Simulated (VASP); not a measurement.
TiO2: single point with PBE+D3(BJ)

TiO2:

```
Ti O
1.0
     1.48620   -2.57418    0.00000
     1.48620   -0.85806   -4.86926
     9.16491    4.71933    0.00000
Ti O
4 8
Direct
  0.84166 0.00000 0.95005
  0.46666 0.00000 0.20005
  0.92499 0.00000 0.45005
  0.38333 0.00000 0.70005
  0.88393 0.19876 0.10015
  0.34226 0.19876 0.35015
  0.80060 0.19876 0.60015
  0.25893 0.19876 0.85015
  0.59105 0.80124 0.04995
  0.04939 0.80124 0.29995
  0.50772 0.80124 0.54995
  0.96605 0.80124 0.79995
```

| Quantity | Value |
| --- | --- |
| Program | VASP 6.6.1 |
| Task | single point |
| Functional | PBE |
| Dispersion | D3(BJ) |
| Potentials or basis | VASP PAW PBE potentials, release 64 (Ti_sv, O) |
| Cutoff | 520 eV |
| k mesh | 9 × 6 × 3 |
| Occupations | gaussian, width 0.05 eV |
| Spin | no spin polarisation |

```
Pressure                   : 5.1 GPa
Largest force              : 6.436 eV/Å
Band gap on the k mesh     : 2.37 eV (least direct gap 2.45 eV)
Dispersion energy per atom : -0.200 eV
```

Forces in eV/Å, atoms in the order of the input:
```
Ti  -2.333 -4.492 -3.975
Ti   0.948  0.688 -0.531
Ti   0.205  0.127  0.055
Ti   0.297  0.088 -0.072
O   -0.349  0.602  0.382
O   -0.193 -0.115 -0.032
O   -0.108 -0.104 -0.061
O    0.760 -1.488  0.084
O    0.935  4.911  3.884
O   -0.124  0.049  0.144
O   -0.111 -0.072  0.052
O    0.074 -0.194  0.068
```

Stress tensor (GPa, compression positive):
```
-0.90  4.18  0.69
 4.18 12.39  6.01
 0.69  6.01  3.71
```

Levels at points of the mesh, in eV from the valence-band top:
| k point | band 45 | band 46 | band 47 | band 48 | band 49 | band 50 | band 51 | band 52 |
| --- | --- | --- | --- | --- | --- | --- | --- | --- |
| (0.00, 0.00, 0.00) | -0.57 | -0.44 | -0.19 | -0.05 | 2.41 | 2.57 | 2.74 | 2.82 |
| (0.00, 0.50, 0.00) | -0.69 | -0.62 | -0.54 | -0.38 | 2.37 | 2.57 | 2.70 | 2.77 |

Run time: 13 min on 1 thread of Oxide Virtual Turin-like Processor (shared host), peak memory 0.57 GiB.

Caveat: the cell stands under pressure; an odd mesh through Γ misses points on the zone boundary, where band edges can lie; forces of over 1 eV/Å act on the atoms, so gaps and moduli don't describe the material at rest.
